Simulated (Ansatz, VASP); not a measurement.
## Two plane-wave programs on CoO

```
CELL_PARAMETERS angstrom
1.58057 0.91254 2.53178
-1.58057 0.91254 2.53178
0.00000 -1.82508 2.53178
ATOMIC_POSITIONS crystal
Co 0.99898 0.99898 0.99898
O 0.75102 0.75102 0.75102
```

Alike in both runs: task single point; functional r2SCAN; k mesh 10 × 10 × 10; occupations fermi-dirac, width 0.05 eV; collinear spin.

|  | VASP | Ansatz |
| --- | --- | --- |
| version | VASP 6.6.1 | Ansatz 0.2.0 |
| potentials or method | VASP PAW PBE potentials, release 64 (Co, O) | Ansatz PAW |
| plane-wave cutoff (eV) | 520 | 500 |
| valence electrons in the cell | 15 | 23 |

VASP gave:

* gap on the k mesh at the Fermi level (eV): none
* pressure (GPa): 10.0
* traceless stress, the component that is largest in VASP (GPa): 5.28
* net moment per atom (μB): 1.48
* size of the moment on the site where the two differ most (μB): 2.58

What did Ansatz give for the same quantities?

gap on the k mesh at the Fermi level (eV): none; pressure (GPa): 10.4; traceless stress, the component that is largest in VASP (GPa): 5.17; net moment per atom (μB): 1.48; size of the moment on the site where the two differ most (μB): 2.37.

VASP's potentials were made for PBE, not for r2SCAN. Site moments also hang on the region over which each program counts them. A gap of «none» marks a metal or a gap that the smearing closes. The functional is the same, so the differences come from potentials, cutoffs and numerics. VASP's potentials hold 15 valence electrons a cell and Ansatz's 23, so a difference there can come from the potentials and not from the codes.

Noted on Ansatz's run: the magnetic or orbital state may not be the lowest.
